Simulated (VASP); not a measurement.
# TiO2 (I4_1/amd) in VASP: notebook, part 3 of 3

VASP 6.6.1. Earlier steps stand in the parts before.

### 7 Relaxation of shape and atoms at fixed volume, r2SCAN (11.85 Å³/atom)

This run uses another cell than the first one, of 11.85 Å³/atom.

POSCAR reads:

```
TiO2
1.0
   -1.9082395924      1.9082395924      4.8829944030
    1.9082395924     -1.9082395924      4.8829944030
    1.9082395924      1.9082395924     -4.8829944030
Ti O
2 4
Direct
    0.0000000000      0.0000000000      0.0000000000
    0.7500000000      0.2500000000      0.5000000000
    0.2058269548      0.2058269548      0.0000000000
    0.9558269548      0.4558269548      0.5000000000
    0.5441730452      0.0441730452      0.5000000000
    0.7941730452      0.7941730452      0.0000000000
```

INCAR.step1 reads:

```
SYSTEM = TiO2
PREC = Accurate
ENCUT = 600
ISMEAR = 0
SIGMA = 0.05
LREAL = .FALSE.
LASPH = .TRUE.
NELM = 100
GGA = PE
ALGO = Normal
EDIFF = 1E-4
LWAVE = .TRUE.
LCHARG = .FALSE.
```

INCAR.step2 reads:

```
SYSTEM = TiO2
PREC = Accurate
ENCUT = 600
EDIFF = 1E-6
ISMEAR = 0
SIGMA = 0.05
LREAL = .FALSE.
LASPH = .TRUE.
NELM = 100
ALGO = Normal
ISIF = 4
LWAVE = .FALSE.
LCHARG = .FALSE.
METAGGA = R2SCAN
LMIXTAU = .TRUE.
IBRION = 2
NSW = 60
EDIFFG = -0.01
ISTART = 1
```

KPOINTS reads:

```
regular mesh
0
G
  8 8 8
  0 0 0
```

Potentials or basis: VASP PAW PBE potentials, release 64 (Ti_sv, O).

Started as:

```bash
cat potpaw_PBE.64/Ti_sv/POTCAR potpaw_PBE.64/O/POTCAR > POTCAR
cp INCAR.step1 INCAR
mpirun -np 1 vasp_std > vasp.out
cp INCAR.step2 INCAR
mpirun -np 1 vasp_std > vasp.out
```

OUTCAR:

```text
SYSTEM = TiO2
   PREC = Accurate
   ENCUT = 600
   EDIFF = 1E-6
   ISMEAR = 0
   LREAL = .FALSE.
   LASPH = .TRUE.
   NELM = 100
   ISIF = 4
   METAGGA = R2SCAN
   IBRION = 2
   NSW = 60
   EDIFFG = -0.01
   ISTART = 1

 ion  position               nearest neighbor table
   1  0.000  0.000  0.000-   5 1.96   4 1.96   5 1.96   4 1.96   3 2.01   6 2.01
   2  0.750  0.250  0.500-   6 1.96   3 1.96   6 1.96   3 1.96   4 2.01   5 2.01
   3  0.206  0.206  0.000-   2 1.96   2 1.96   1 2.01
   4  0.956  0.456  0.500-   1 1.96   1 1.96   2 2.01
   5  0.544  0.044  0.500-   1 1.96   1 1.96   2 2.01
   6  0.794  0.794  0.000-   2 1.96   2 1.96   1 2.01

  LATTYP: Found a body centered tetragonal cell.
 ALAT       =     3.8164791848
 C/A-ratio  =     2.5589000576

  Lattice vectors:

 A1 = (  -1.9082395924,   1.9082395924,   4.8829944030)
 A2 = (   1.9082395924,  -1.9082395924,   4.8829944030)
 A3 = (   1.9082395924,   1.9082395924,  -4.8829944030)

Analysis of symmetry for initial positions (statically):
=====================================================================
 Subroutine PRICEL returns:
 Original cell was already a primitive cell.

 Routine SETGRP: Setting up the symmetry group for a
 body centered tetragonal supercell.

 Subroutine GETGRP returns: Found 16 space group operations
 (whereof  8 operations were pure point group operations)
 out of a pool of 16 trial point group operations.

The static configuration has the point symmetry D_2d.
 The point group associated with its full space group is D_4h.

Analysis of symmetry for dynamics (positions and initial velocities):
=====================================================================
 Subroutine PRICEL returns:
 Original cell was already a primitive cell.

[... 134 lines left out ...]
   IMIX   =      4    mixing-type and parameters
     AMIX     =   0.40;   BMIX     =  1.00
     AMIX_MAG =   1.60;   BMIX_MAG =  1.00
  volume/ion in A,a.u.               =      11.85        79.99
  Fermi-wavevector in a.u.,A,eV,Ry     =   1.435989  2.713626 28.056105  2.062066
  Thomas-Fermi vector in A             =   2.555227
   LORBIT       =      0    0 simple, 1 ext, 2 COOP (PROOUT), +10 PAW based schemes
   METAGGA = R2SCAN    functional components
   LHFCALC =     F    Hartree Fock is set to
   AEXX    =    0.0000 exact exchange contribution
   IVDW    =     0    specifies the selected vdW correction
   LEPSILON=     F    determine dielectric tensor
   LRPA    =     F    only Hartree local field effects (RPA)
 conjugate gradient relaxation of ions
 non-spin polarized calculation
 Gauss-broadening in eV      SIGMA  =   0.05
  energy-cutoff  :      600.00
  volume of cell :       71.12
 maximum number of plane-waves:      2388
 NGX is ok and might be reduce to    48
   NGX = 23   NGY = 23   NGZ = 23

--------------------------------------- Ionic step        1  -------------------------------------------

 number of electron      47.9999999 magnetization

 Free energy of the ion-electron system (eV)
  ---------------------------------------------------
  ext. energy  EPLUGINS =         0.00000000
  ---------------------------------------------------
  free energy    TOTEN  =       -69.82724712 eV

  energy without entropy =      -69.82724712  energy(sigma->0) =      -69.82724712

------------------------ aborting loop because EDIFF is reached ----------------------------------------

  FORCE on cell =-STRESS in cart. coord.  units (eV):
  Direction    XX          YY          ZZ          XY          YZ          ZX
  --------------------------------------------------------------------------------------
  -------------------------------------------------------------------------------------
  Total       -2.9126106     -2.9126106     -3.0848963      0.0000000      0.0000000      0.0000000
  in kB      -65.6116546    -65.6116546    -69.4926911      0.0000000      0.0000000      0.0000000
  external PRESSURE =     -66.9053334 kB  Pullay stress =       0.0000000 kB
[... 147 lines left out ...]
--------------------------------------- Ionic step        5  -------------------------------------------

 number of electron      48.0000000 magnetization

 Free energy of the ion-electron system (eV)
  ---------------------------------------------------
  ext. energy  EPLUGINS =         0.00000000
  ---------------------------------------------------
  free energy    TOTEN  =       -69.82841084 eV

  energy without entropy =      -69.82841084  energy(sigma->0) =      -69.82841084

 E-fermi :   2.8462     XC(G=0): -11.2214

 val. band max:        2.6057580834   @ k =  -0.3750   0.3750   0.0000
 cond. band min:       5.1682165958   @ k =   0.0000   0.0000   0.0000
 fundamental gap:      2.5624585123
 Fermi energy:         2.8461628730

 k-point     1 :       0.0000    0.0000    0.0000
  band No.  band energies     occupation
      1     -56.0561      2.00000
      2     -56.0085      2.00000
      3     -31.4209      2.00000
      4     -31.2023      2.00000
      5     -31.2023      2.00000
      6     -31.1450      2.00000
[... 733 lines left out ...]
     27       6.5106      0.00000
     28       6.6069      0.00000

 [... further k-points ...]
[... 5 lines left out ...]
  --------------------------------------------------------------------------------------
  -------------------------------------------------------------------------------------
  Total       -2.8317606     -2.8317606     -2.7686048      0.0000000     -0.0000000      0.0000000
  in kB      -63.7903651    -63.7903651    -62.3676709      0.0000000     -0.0000000      0.0000000
  external PRESSURE =     -63.3161337 kB  Pullay stress =       0.0000000 kB
[... 21 lines left out ...]
  FREE ENERGIE OF THE ION-ELECTRON SYSTEM (eV)
  ---------------------------------------------------
  free  energy   TOTEN  =       -69.8284108407 eV

  energy  without entropy=      -69.8284108407  energy(sigma->0) =      -69.82841084

 reached required accuracy - stopping structural energy minimisation
```

OUTCAR.step1:

```text
SYSTEM = TiO2
   PREC = Accurate
   ENCUT = 600
   ISMEAR = 0
   LREAL = .FALSE.
   LASPH = .TRUE.
   NELM = 100
[... 983 lines left out ...]
     -0.00000      1.90824      4.45160        -0.000000     -0.000000     -0.002016
      0.00000      1.90824      0.43139         0.000000      0.000000      0.002016
      0.00000      0.00000      7.75589         0.000000      0.000000      0.002016
 -----------------------------------------------------------------------------------
    total drift:                                0.000000      0.000000     -0.000000

  FREE ENERGIE OF THE ION-ELECTRON SYSTEM (eV)
  ---------------------------------------------------
  free  energy   TOTEN  =       -53.8688083150 eV

  energy  without entropy=      -53.8688083150  energy(sigma->0) =      -53.86880831
```

OSZICAR.step1:

```text
N       E                     dE             d eps       ncg     rms          rms(c)
DAV:   1     0.724685534362E+03    0.72469E+03   -0.27094E+04  3304   0.217E+03
DAV:   2     0.634588738167E+02   -0.66123E+03   -0.64115E+03  3528   0.606E+02
DAV:   3    -0.653933753315E+02   -0.12885E+03   -0.12495E+03  5064   0.227E+02
DAV:   4    -0.712196011336E+02   -0.58262E+01   -0.58200E+01  4616   0.532E+01
DAV:   5    -0.714788681722E+02   -0.25927E+00   -0.25920E+00  4704   0.884E+00    0.309E+01
DAV:   6    -0.545206830335E+02    0.16958E+02   -0.12466E+02  4336   0.103E+02    0.122E+01
DAV:   7    -0.539845972130E+02    0.53609E+00   -0.18998E+01  4336   0.338E+01    0.749E+00
DAV:   8    -0.540576220231E+02   -0.73025E-01   -0.47561E+00  4248   0.200E+01    0.428E+00
DAV:   9    -0.538583548455E+02    0.19927E+00   -0.17969E+00  4456   0.115E+01    0.105E+00
DAV:  10    -0.538700753754E+02   -0.11721E-01   -0.10557E-01  3876   0.253E+00    0.328E-01
DAV:  11    -0.538687114070E+02    0.13640E-02   -0.11763E-02  4128   0.721E-01    0.778E-02
DAV:  12    -0.538689071704E+02   -0.19576E-03   -0.11730E-03  4840   0.271E-01    0.102E-01
DAV:  13    -0.538688083150E+02    0.98855E-04   -0.70986E-04  4136   0.217E-01
   1 F= -.53868808E+02 E0= -.53868808E+02  d E =-.848654E-25
```

Wall time 1.5 h (1 thread of Oxide Virtual Turin-like, shared host); peak memory 0.39 GiB.

What came out:

```yaml
Free_energy: -69.8284 eV
Energy_gained_by_relaxing: 0.2 meV/atom
Ionic_steps: 5
Pressure_after_relaxing: -6.3 GPa
Band_gap_on_the_k_mesh: 2.56 eV (least direct gap 2.82 eV)
```

Forces on the atoms (eV/Å):
```
Ti   0.000  0.000  0.000
Ti   0.000  0.000  0.000
O    0.000  0.000  0.002
O    0.000  0.000  0.002
O    0.000  0.000 -0.002
O    0.000  0.000 -0.002
```

Stress tensor (GPa, compression positive):
```
-6.38  0.00  0.00
 0.00 -6.38  0.00
 0.00  0.00 -6.24
```

Step by step:
```csv
step,energy change (eV),largest force (eV/Å),pressure (GPa),volume (Å³)
1,0.0000,0.0831,-6.69,71.12
2,-0.0007,0.0093,-6.47,71.12
3,-0.0007,0.0124,-6.48,71.12
4,-0.0010,0.0066,-6.43,71.12
5,-0.0012,0.0024,-6.33,71.12
```

Final structure:
```xyz
6
Lattice="-1.9064 1.9064 4.8926 1.9064 -1.9064 4.8926 1.9064 1.9064 -4.8926" Properties=species:S:1:pos:R:3 pbc="T T T"
Ti    0.0000    0.0000    0.0000
Ti    0.0000    1.9064    2.4463
O     0.0000    0.0000    2.0061
O     0.0000    1.9064    4.4524
O     0.0000    1.9064    0.4402
O     0.0000    0.0000    7.7790
```

Caveat: the PAW data sets were made with another functional, which shifts forces and pressure a little. A k mesh can miss the band edges.

### 8 Overview

```csv
task,cell,cutoff (eV),gap on the mesh (eV),pressure (GPa),largest force (eV/Å)
single point,"a = 5.359 Å, angles 139.0, 139.0, 59.4°, 6 atoms, atomic positions A",520,2.54,9.5,0.04
single point,"a = 5.425 Å, angles 139.4, 139.4, 58.8°, 6 atoms, atomic positions B",520,2.58,5.2,0.03
single point,"a = 5.485 Å, angles 139.7, 139.7, 58.3°, 6 atoms, atomic positions C",520,2.59,1.2,0.03
single point,"a = 5.543 Å, angles 140.0, 140.0, 57.9°, 6 atoms, atomic positions D",520,2.59,-2.5,0.03
single point,"a = 5.597 Å, angles 140.2, 140.2, 57.5°, 6 atoms, atomic positions E",520,2.58,-6.0,0.03
relaxation of shape and atoms at fixed volume,"relaxed from a = 5.579 Å, angles 140.0, 140.0, 57.9°, 6 atoms, atomic positions D",600,2.56,-6.3,-
```

Alike in all rows: level r2SCAN; potentials or basis VASP PAW PBE potentials, release 64 (Ti_sv, O); no spin polarisation; k mesh 8 × 8 × 8; smearing gaussian 0.05 eV.

Caveats: the PAW data sets were made with another functional, which shifts forces and pressure a little; the cell stands under pressure (at least some runs); the cell stands under tension (at least some runs).

Absolute energies hang on the potentials; compare differences alone.
